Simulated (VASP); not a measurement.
A run of VASP 6.6.1:

The input INCAR:

```
PREC = Accurate
ENCUT = 520
EDIFF = 1E-6
ISMEAR = -1
SIGMA = 0.05
LREAL = False
LASPH = True
NELM = 100
ALGO = Normal
ISIF = 2
LWAVE = False
LCHARG = False
NBANDS = 16
```

File KPOINTS:

```
regular mesh
0
Gamma
  17 17 17
```

File POSCAR:

```
GaN
1.0
    0.0000000000      2.0678965050      2.0678965050
    2.0678965050      0.0000000000      2.0678965050
    2.0678965050      2.0678965050      0.0000000000
Ga N
1 1
Direct
    0.0000000000      0.0000000000      0.0000000000
    0.2500000000      0.2500000000      0.2500000000
```

Potentials or basis: VASP PAW LDA potentials, release 64 (Ga_d, N).

The run is started by

```bash
$ cat potpaw_LDA.64/Ga_d/POTCAR potpaw_LDA.64/N/POTCAR > POTCAR
$ mpirun -np 1 vasp_std > vasp.out
```

Hardware: 1 thread of Intel(R) Xeon(R) Platinum 8488C (Sapphire Rapids), on a shared host.

Task: Estimate the wall time of this run.

Result: Wall time 24 s on 1 thread of Intel(R) Xeon(R) Platinum 8488C (Sapphire Rapids), with other jobs on the host, peak memory 0.17 GiB. Counts: scf iterations 12, k points 165.
